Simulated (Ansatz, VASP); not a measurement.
## Two plane-wave programs on CaSi2Sb2

```
CELL_PARAMETERS angstrom
4.99739 0.00000 0.00000
-2.49870 4.32787 0.00000
0.00000 0.00000 5.86169
ATOMIC_POSITIONS crystal
Ca 0.00000 0.00000 0.00000
Si 0.33333 0.66667 0.25648
Si 0.66667 0.33333 0.74352
Sb 0.33333 0.66667 0.72240
Sb 0.66667 0.33333 0.27760
```

Alike in both runs: task relaxation of cell and atoms; functional revPBE; k mesh 5 × 5 × 4; occupations fermi-dirac, width 0.05 eV; no spin polarisation.

|  | VASP | Ansatz |
| --- | --- | --- |
| version | VASP 6.6.1 | Ansatz 0.2.0 |
| potentials or method | VASP PAW PBE potentials, release 64 (Ca_sv, Si, Sb) | Ansatz PAW |
| plane-wave cutoff (eV) | 600 | 420 |
| valence electrons in the cell | 28 | 48 |

|  | VASP | Ansatz | Ansatz less VASP |
| --- | --- | --- | --- |
| gap on the k mesh at the Fermi level, each at its own relaxed structure (eV) | none | none | - |
| relaxed volume (Å³/atom) | 25.84 | 25.82 | -0.023 |
| relaxed cell length with the largest relative difference (Å) | 4.999 | 4.997 | -0.0017 |

VASP's potentials were made for PBE, not for revPBE. A gap of «none» marks a metal or a gap that the smearing closes. VASP's potentials hold 28 valence electrons a cell and Ansatz's 48, so a difference there can come from the potentials and not from the codes.

Neither program's run includes spin-orbit coupling. Noted on Ansatz's run: the plane-wave basis is chosen anew once the cell has moved, so the energies of steps on either side of that aren't comparable.
